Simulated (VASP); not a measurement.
Set up this calculation in VASP 6.6.1, as the native input.

| Property | Result |
| --- | --- |
| Task | single point |
| Functional | PBE |
| Potentials or basis | VASP PAW PBE potentials, release 64 (Ga_d) |
| Cutoff | 520 eV |
| k mesh | 17 × 17 × 15 |
| Occupations | fermi-dirac, width 0.05 eV |
| Spin | no spin polarisation |
| Dipole correction | no |
| Further INCAR settings | ALGO = Normal; EDIFF = 1e-06; NBANDS = 12 |

The structure of Ga lies in POSCAR:

```
Ga
1.0
    2.7088094483      0.0000000000      0.0000000000
   -1.3544047241      2.3458977962      0.0000000000
    0.0000000000      0.0000000000      2.5920438797
Ga
1
Direct
    0.0000000000      0.0000000000      0.0000000000
```

These files were run (other wordings do the same):

INCAR

```
ALGO = Normal
EDIFF = 1E-6
ENCUT = 520
GGA = PE
ISIF = 2
ISMEAR = -1
LASPH = T
LCHARG = T
LELF = T
LREAL = F
LVHAR = T
LWAVE = F
NBANDS = 12
NELM = 60
PREC = Accurate
SIGMA = 0.05
```

KPOINTS

```
k-points
0
Gamma
  17 17 15
```

Potentials or basis: VASP PAW PBE potentials, release 64 (Ga_d).

Launch:

```bash
$ cat potpaw_PBE.64/Ga_d/POTCAR > POTCAR
$ mpirun -np 1 vasp_std > vasp.out
```

Results of the run:

```json
{"Pressure": "12.0 GPa"}
```

Wall time 28 s on 1 thread of Intel(R) Xeon(R) Platinum 8488C (Sapphire Rapids) (shared host), peak memory 0.16 GiB.
